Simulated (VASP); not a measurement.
# LiSi16 (a cell with a defect) in VASP: single point with r2SCAN

Aim: the single point of LiSi16 (a cell with a defect) with r2SCAN.

Program: VASP 6.6.1. These are calculated values, not measurements. Logs are shortened: lines on timing, memory, paths and dates and some standing lists are left out, and cuts for length are marked.

**1. The cell of the first run**

The cell holds a defect, 17 atoms: a = 7.699 Å, b = 7.699 Å, c = 7.699 Å, α = 60.00°, β = 60.00°, γ = 60.00°.

**2. Single point, r2SCAN**

Input file POSCAR:

```
LiSi16
1.0
    0.0000000000      5.4437023800     -5.4437023800
    5.4437023800      5.4437023800      0.0000000000
    5.4437023800      0.0000000000     -5.4437023800
Si Li
16 1
Direct
    0.1258421112      0.1225926683      0.1258193325
    0.1277826103      0.6206199869      0.1278103488
    0.6237781317      0.1246885764      0.1277785690
    0.6237706000      0.6205771852      0.1277712210
    0.1277617606      0.1246980369      0.6237785909
    0.1277547800      0.6205849924      0.6237706919
    0.6237503014      0.1246537655      0.6237405653
    0.6256528668      0.6227037710      0.6257088948
    0.2499964004      0.7499954470      0.2499962167
    0.2500036565      0.2468442259      0.2500038402
    0.7484622993      0.7453473237      0.2576560771
    0.7532458084      0.2468040878      0.2499684783
    0.2576036312      0.7453606419      0.7484888437
    0.2499777550      0.2468113439      0.7532227543
    0.7484133436      0.7452902853      0.7484245492
    0.7484258351      0.2546446156      0.7484375918
   -0.1243945669     -0.1272690812     -0.1243265985
```

Input file INCAR.step1:

```
SYSTEM = LiSi16
  PREC = Accurate
  ENCUT = 520
  ISMEAR = 0
  SIGMA = 0.02
  LREAL = Auto
  LASPH = .True.
  NELM = 100
  NBANDS = 48
  NELECT = 66.0
  GGA = PE
  ALGO = Normal
  EDIFF = 1E-4
  LWAVE = .True.
  LCHARG = .False.
```

Input file INCAR.step2:

```
SYSTEM = LiSi16
  PREC = Accurate
  ENCUT = 520
  EDIFF = 1E-6
  ISMEAR = 0
  SIGMA = 0.02
  LREAL = Auto
  LASPH = .True.
  NELM = 100
  ALGO = Normal
  ISIF = 2
  LWAVE = .False.
  LCHARG = .True.
  METAGGA = R2SCAN
  LMIXTAU = .True.
  LELF = .True.
  LVHAR = .True.
  NBANDS = 48
  NELECT = 66.0
  ISTART = 1
```

Input file KPOINTS:

```
regular mesh
0
Gamma
  2 2 2
  0 0 0
```

Potentials or basis: VASP PAW PBE potentials, release 64 (Si, Li_sv).

Started as:

```console
cat potpaw_PBE.64/Si/POTCAR potpaw_PBE.64/Li_sv/POTCAR > POTCAR
cp INCAR.step1 INCAR
mpirun -np 1 vasp_std > vasp.out
cp INCAR.step2 INCAR
mpirun -np 1 vasp_std > vasp.out
```

OUTCAR:

```text
SYSTEM = LiSi16
   PREC = Accurate
   ENCUT = 520
   EDIFF = 1E-6
   ISMEAR = 0
   LREAL = Auto
   LASPH = .True.
   NELM = 100
   ISIF = 2
   METAGGA = R2SCAN
   NELECT = 66.0
   ISTART = 1

 ion  position               nearest neighbor table
   1  0.126  0.123  0.126-  12 2.34  14 2.34   9 2.34  10 2.34
   2  0.128  0.621  0.128-   9 2.35  10 2.35  11 2.38  13 2.38  17 2.75
   3  0.624  0.125  0.128-  12 2.35  10 2.35  11 2.38  16 2.38  17 2.74
   4  0.624  0.621  0.128-  12 2.35   9 2.35  11 2.38  15 2.38  17 2.74
   5  0.128  0.125  0.624-  14 2.35  10 2.35  16 2.38  13 2.38  17 2.74
   6  0.128  0.621  0.624-  14 2.35   9 2.35  13 2.38  15 2.38  17 2.74
   7  0.624  0.125  0.624-  12 2.35  14 2.35  16 2.38  15 2.38  17 2.74
   8  0.626  0.623  0.626-  13 2.31  11 2.31  16 2.31  15 2.31
   9  0.250  0.750  0.250-   1 2.34   4 2.35   6 2.35   2 2.35
  10  0.250  0.247  0.250-   1 2.34   3 2.35   5 2.35   2 2.35
  11  0.748  0.745  0.258-   8 2.31   2 2.38   3 2.38   4 2.38  17 2.40
  12  0.753  0.247  0.250-   1 2.34   7 2.35   3 2.35   4 2.35
  13  0.258  0.745  0.748-   8 2.31   2 2.38   5 2.38   6 2.38  17 2.40
  14  0.250  0.247  0.753-   1 2.34   7 2.35   5 2.35   6 2.35
  15  0.748  0.745  0.748-   8 2.31   6 2.38   4 2.38   7 2.38  17 2.40
  16  0.748  0.255  0.748-   8 2.31   5 2.38   3 2.38   7 2.38  17 2.40
  17  0.876  0.873  0.876-  15 2.40  16 2.40  11 2.40  13 2.40   7 2.74   4 2.74   6 2.74   3 2.74
                             5 2.74   2 2.75

  LATTYP: Found a face centered cubic cell.
 ALAT       =    10.8874047600

  Lattice vectors:

 A1 = (   0.0000000000,   5.4437023800,  -5.4437023800)
 A2 = (   5.4437023800,   5.4437023800,   0.0000000000)
 A3 = (   5.4437023800,   0.0000000000,  -5.4437023800)

Analysis of symmetry for initial positions (statically):
=====================================================================
 Subroutine PRICEL returns:
 Original cell was already a primitive cell.

 Routine SETGRP: Setting up the symmetry group for a
 face centered cubic supercell.

 Subroutine GETGRP returns: Found  1 space group operations
 (whereof  1 operations were pure point group operations)
 out of a pool of 48 trial point group operations.

The static configuration has the point symmetry C_1 .

Analysis of symmetry for dynamics (positions and initial velocities):
=====================================================================
 Subroutine PRICEL returns:
 Original cell was already a primitive cell.

 Routine SETGRP: Setting up the symmetry group for a
 face centered cubic supercell.

 Subroutine GETGRP returns: Found  1 space group operations
 (whereof  1 operations were pure point group operations)
 out of a pool of 48 trial point group operations.

The dynamic configuration has the point symmetry C_1 .

 Subroutine INISYM returns: Found  1 space group operations
 (whereof  1 operations are pure point group operations),
 and found     1 'primitive' translations

----------------------------------------------------------------------------------------

                                     Primitive cell

  volume of cell :     322.6362

  direct lattice vectors                    reciprocal lattice vectors
     0.000000000  5.443702380 -5.443702380    -0.091849254  0.091849254 -0.091849254
     5.443702380  5.443702380  0.000000000     0.091849254  0.091849254  0.091849254
     5.443702380  0.000000000 -5.443702380     0.091849254 -0.091849254 -0.091849254

  length of vectors
     7.698557735  7.698557735  7.698557735     0.159087574  0.159087574  0.159087574

  position of ions in fractional coordinates (direct lattice)
     0.125842111  0.122592668  0.125819333
     0.127782610  0.620619987  0.127810349
     0.623778132  0.124688576  0.127778569
     0.623770600  0.620577185  0.127771221
     0.127761761  0.124698037  0.623778591
     0.127754780  0.620584992  0.623770692
[... 9 lines left out ...]
     0.748425835  0.254644616  0.748437592
     0.875605433  0.872730919  0.875673402

  ion indices of the primitive-cell ions
   primitive index   ion index
                 1           1
                 2           2
                 3           3
                 4           4
                 5           5
                 6           6
[... 9 lines left out ...]
                16          16
                17          17

----------------------------------------------------------------------------------------

 KPOINTS: regular mesh

Automatic generation of k-mesh.
 Grid dimensions read from file:
 generate k-points for:    2    2    2

 Generating k-lattice:

  Cartesian coordinates                     Fractional coordinates (reciprocal lattice)
    -0.045924627  0.045924627 -0.045924627     0.500000000  0.000000000  0.000000000
     0.045924627  0.045924627  0.045924627     0.000000000  0.500000000  0.000000000
     0.045924627 -0.045924627 -0.045924627     0.000000000  0.000000000  0.500000000

  Length of vectors
     0.079543787  0.079543787  0.079543787

  Shift w.r.t. Gamma in fractional coordinates (k-lattice)
     0.000000000  0.000000000  0.000000000

 Subroutine IBZKPT returns following result:
 ===========================================

 Found      8 irreducible k-points:

 Following reciprocal coordinates:
            Coordinates               Weight
  0.000000  0.000000  0.000000      1.000000
  0.500000  0.000000  0.000000      1.000000
  0.000000  0.500000  0.000000      1.000000
  0.000000  0.000000  0.500000      1.000000
  0.500000  0.500000  0.500000      1.000000
  0.500000  0.500000  0.000000      1.000000
  0.000000  0.500000  0.500000      1.000000
  0.500000  0.000000  0.500000      1.000000
   k-points           NKPTS =      8   k-points in BZ     NKDIM =      8   number of bands    NBANDS=     48
   number of dos      NEDOS =    301   number of ions     NIONS =     17
   total plane-waves  NPLWV = 216000
   dimension x,y,z NGX =    60 NGY =   60 NGZ =   60
   dimension x,y,z NGXF=   120 NGYF=  120 NGZF=  120
   ions per type =              16   1
   NGX,Y,Z   is equivalent  to a cutoff of  12.96, 12.96, 12.96 a.u.
   NGXF,Y,Z  is equivalent  to a cutoff of  25.91, 25.91, 25.91 a.u.
 SYSTEM =  LiSi16
   PREC   = accura    normal or accurate (medium, high low for compatibility)
   ISTART =      1    job   : 0-new  1-cont  2-samecut
   ICHARG =      0    charge: 1-file 2-atom 10-const
   ISPIN  =      1    spin polarized calculation?
   LNONCOLLINEAR =      F non collinear calculations
   LSORBIT =      F    spin-orbit coupling
   LASPH  =      T    aspherical Exc in radial PAW
   ENCUT  =  520.0 eV  38.22 Ry    6.18 a.u.  14.31 14.31 14.31*2*pi/ulx,y,z
   NELM   =    100;   NELMIN=  2; NELMDL=  0     # of ELM steps
   EDIFF  = 0.1E-05   stopping-criterion for ELM
   LREAL  =      T    real-space projection
   EDIFFG = 0.1E-04   stopping-criterion for IOM
   NSW    =      0    number of steps for IOM
   IBRION =     -1    ionic relax: 0-MD 1-quasi-New 2-CG
   NFREE  =      0    steps in history (QN), initial steepest desc. (CG)
   ISIF   =      2    stress and relaxation
   ISYM   =      2    0-nonsym 1-usesym 2-fastsym
   POTIM  = 0.5000    time-step for ionic-motion
   TEBEG  =    0.0;   TEEND  =   0.0 temperature during run
   PSTRESS=    0.0 pullay stress
   NELECT =      66.0000    total number of electrons
   NUPDOWN=      -1.0000    fix difference up-down
   EMIN   =  10.00;   EMAX   =-10.00  energy-range for DOS
   EFERMI =   0.00;   METHOD = LEGACY
   ISMEAR =     0;   SIGMA  =   0.02  broadening in eV -4-tet -1-fermi 0-gaus
   EFERMI_NEDOS =   21; number of points for ismear=-14 and -15
   IALGO  =     38    algorithm
   IMIX   =      4    mixing-type and parameters
     AMIX     =   0.40;   BMIX     =  1.00
     AMIX_MAG =   1.60;   BMIX_MAG =  1.00
  volume/ion in A,a.u.               =      18.98       128.07
  Fermi-wavevector in a.u.,A,eV,Ry     =   0.964610  1.822849 12.659847  0.930472
  Thomas-Fermi vector in A             =   2.094256
   LORBIT       =      0    0 simple, 1 ext, 2 COOP (PROOUT), +10 PAW based schemes
   METAGGA = R2SCAN    functional components
   LHFCALC =     F    Hartree Fock is set to
   AEXX    =    0.0000 exact exchange contribution
   IVDW    =     0    specifies the selected vdW correction
   LEPSILON=     F    determine dielectric tensor
   LRPA    =     F    only Hartree local field effects (RPA)
 non-spin polarized calculation
 Gauss-broadening in eV      SIGMA  =   0.02
  energy-cutoff  :      520.00
  volume of cell :      322.64
 maximum number of plane-waves:      8694
 NGX is ok and might be reduce to    60
   NGX = 29   NGY = 29   NGZ = 29

 number of electron      66.0000000 magnetization

 Free energy of the ion-electron system (eV)
  ---------------------------------------------------
  ext. energy  EPLUGINS =         0.00000000
  ---------------------------------------------------
  free energy    TOTEN  =      -147.76904301 eV

  energy without entropy =     -147.76904301  energy(sigma->0) =     -147.76904301

 E-fermi :   6.0655     XC(G=0):  -9.8662

 val. band max:        5.8736216944   @ k =   0.0000   0.0000   0.0000
 cond. band min:       6.7356489830   @ k =   0.0000   0.0000   0.0000
 fundamental gap:      0.8620272886
 Fermi energy:         6.0655389479

 k-point     1 :       0.0000    0.0000    0.0000
  band No.  band energies     occupation
      1     -42.1889      2.00000
      2      -6.6015      2.00000
      3      -4.2480      2.00000
      4      -4.1893      2.00000
      5      -4.1892      2.00000
      6      -4.1892      2.00000
[... 37 lines left out ...]
     44       8.3842      0.00000
     45       8.3847      0.00000

 k-point     2 :       0.5000    0.0000    0.0000
  band No.  band energies     occupation
      1     -42.1889      2.00000
      2      -5.8418      2.00000
      3      -5.7073      2.00000
      4      -3.9139      2.00000
      5      -3.8734      2.00000
      6      -3.8732      2.00000
[... 37 lines left out ...]
     44       9.7104      0.00000
     45       9.7106      0.00000

 k-point     3 :       0.0000    0.5000    0.0000
  band No.  band energies     occupation
      1     -42.1889      2.00000
      2      -5.8418      2.00000
      3      -5.7073      2.00000
      4      -3.9139      2.00000
      5      -3.8734      2.00000
      6      -3.8731      2.00000
[... 37 lines left out ...]
     44       9.7103      0.00000
     45       9.7105      0.00000

 k-point     4 :       0.0000    0.0000    0.5000
  band No.  band energies     occupation
      1     -42.1889      2.00000
      2      -5.8418      2.00000
      3      -5.7073      2.00000
      4      -3.9139      2.00000
      5      -3.8734      2.00000
      6      -3.8732      2.00000
[... 37 lines left out ...]
     44       9.7104      0.00000
     45       9.7106      0.00000

 k-point     5 :       0.5000    0.5000    0.5000
  band No.  band energies     occupation
      1     -42.1889      2.00000
      2      -5.8419      2.00000
      3      -5.7072      2.00000
      4      -3.9138      2.00000
      5      -3.8734      2.00000
      6      -3.8731      2.00000
[... 37 lines left out ...]
     44       9.7103      0.00000
     45       9.7105      0.00000

 k-point     6 :       0.5000    0.5000    0.0000
  band No.  band energies     occupation
      1     -42.1889      2.00000
      2      -5.5354      2.00000
      3      -5.4452      2.00000
      4      -4.5098      2.00000
      5      -4.4816      2.00000
      6      -4.4816      2.00000
[... 37 lines left out ...]
     44      10.4897      0.00000
     45      10.5734      0.00000

 k-point     7 :       0.0000    0.5000    0.5000
  band No.  band energies     occupation
      1     -42.1889      2.00000
      2      -5.5354      2.00000
      3      -5.4452      2.00000
      4      -4.5098      2.00000
      5      -4.4816      2.00000
      6      -4.4816      2.00000
[... 37 lines left out ...]
     44      10.4897      0.00000
     45      10.5735      0.00000

 k-point     8 :       0.5000    0.0000    0.5000
  band No.  band energies     occupation
      1     -42.1889      2.00000
      2      -5.5354      2.00000
      3      -5.4452      2.00000
      4      -4.5098      2.00000
      5      -4.4816      2.00000
      6      -4.4816      2.00000
[... 37 lines left out ...]
     44      10.4897      0.00000
     45      10.5735      0.00000
 [bands above 45 left out]

------------------------ aborting loop because EDIFF is reached ----------------------------------------

  FORCE on cell =-STRESS in cart. coord.  units (eV):
  Direction    XX          YY          ZZ          XY          YZ          ZX
  --------------------------------------------------------------------------------------
  -------------------------------------------------------------------------------------
  Total       -5.5948487     -5.5953405     -5.5923346      0.0069224      0.0099404      0.0106254
  in kB      -27.7834272    -27.7858694    -27.7709422      0.0343757      0.0493628      0.0527648
  external PRESSURE =     -27.7800796 kB  Pullay stress =       0.0000000 kB

 VOLUME and BASIS-vectors are now :
 -----------------------------------------------------------------------------
  energy-cutoff  :      520.00
  volume of cell :      322.64
      direct lattice vectors                 reciprocal lattice vectors
     0.000000000  5.443702380 -5.443702380    -0.091849254  0.091849254 -0.091849254
     5.443702380  5.443702380  0.000000000     0.091849254  0.091849254  0.091849254
     5.443702380  0.000000000 -5.443702380     0.091849254 -0.091849254 -0.091849254

 POSITION                                       TOTAL-FORCE (eV/Angst)
 -----------------------------------------------------------------------------------
      1.35228      1.35241     -1.36997         0.002399      0.002416      0.003010
      4.07423      4.07408     -1.39137         0.002011      0.002298      0.004108
      1.37436      4.07443     -4.09125        -0.000207      0.001410      0.001767
      4.07379      6.77386     -4.09117         0.001812      0.004184      0.001971
      4.07448      1.37432     -4.09116         0.001293     -0.000185      0.001614
      6.77390      4.07374     -4.09108         0.004173      0.001908      0.001816
[... 9 lines left out ...]
      5.46048      5.46042     -8.14848        -0.001818     -0.001790     -0.000498
      9.51779      9.51742     -9.53344        -0.027516     -0.028628     -0.029522
 -----------------------------------------------------------------------------------
    total drift:                               -0.032101     -0.033526     -0.028595

  FREE ENERGIE OF THE ION-ELECTRON SYSTEM (eV)
  ---------------------------------------------------
  free  energy   TOTEN  =      -147.7690430144 eV

  energy  without entropy=     -147.7690430144  energy(sigma->0) =     -147.76904301
```

Wall time 9.2 min (1 thread of Intel Xeon Platinum 8488C (Sapphire Rapids), shared host); peak memory 0.56 GiB.

Results:

```
Free energy   : -147.7690 eV
Largest force : 0.049 eV/Å
```

Forces on the atoms (eV/Å):
```
Si   0.002  0.002  0.003
Si   0.002  0.002  0.004
Si   0.000  0.001  0.002
Si   0.002  0.004  0.002
Si   0.001  0.000  0.002
Si   0.004  0.002  0.002
Si   0.002  0.002  0.000
Si   0.003  0.003  0.001
Si   0.002  0.002  0.002
Si   0.002  0.002  0.002
Si   0.002  0.001  0.002
Si   0.003  0.001  0.003
Si   0.001  0.002  0.002
Si   0.001  0.003  0.003
Si   0.001  0.001  0.002
Si  -0.002 -0.002  0.000
Li  -0.028 -0.029 -0.030
```

Levels at points of the mesh, in eV from the Fermi level:
```tsv
k point	band 30	band 31	band 32	band 33	band 34	band 35	band 36	band 37
(0.00, 0.00, 0.00)	-1.38	-0.19	-0.19	-0.19	0.67	0.67	0.67	0.74
(0.50, 0.00, 0.00)	-1.05	-1.05	-0.95	-0.95	1.26	1.44	1.44	1.65
(0.00, 0.50, 0.00)	-1.05	-1.05	-0.95	-0.95	1.25	1.44	1.44	1.65
(0.00, 0.00, 0.50)	-1.05	-1.05	-0.95	-0.95	1.25	1.44	1.44	1.65
(0.50, 0.50, 0.50)	-1.05	-1.05	-0.95	-0.95	1.25	1.44	1.44	1.65
(0.50, 0.50, 0.00)	-1.62	-1.62	-1.58	-1.53	1.08	1.15	2.29	2.40
(0.00, 0.50, 0.50)	-1.62	-1.62	-1.58	-1.53	1.08	1.15	2.29	2.40
(0.50, 0.00, 0.50)	-1.62	-1.62	-1.58	-1.53	1.08	1.15	2.29	2.40
```

Caveat: the k points lie up to 0.50 Å⁻¹ apart; the cell carries a net charge on a neutralising background, which shifts energy and pressure; the cell is charged against a uniform background, so pressure and absolute levels hang on convention; the cutoff is under 1.25 times the usual one of these potentials, so pressure, stress and relaxed cells hold a basis-set (Pulay) error; the PAW data sets were made with another functional, which shifts forces and pressure a little.
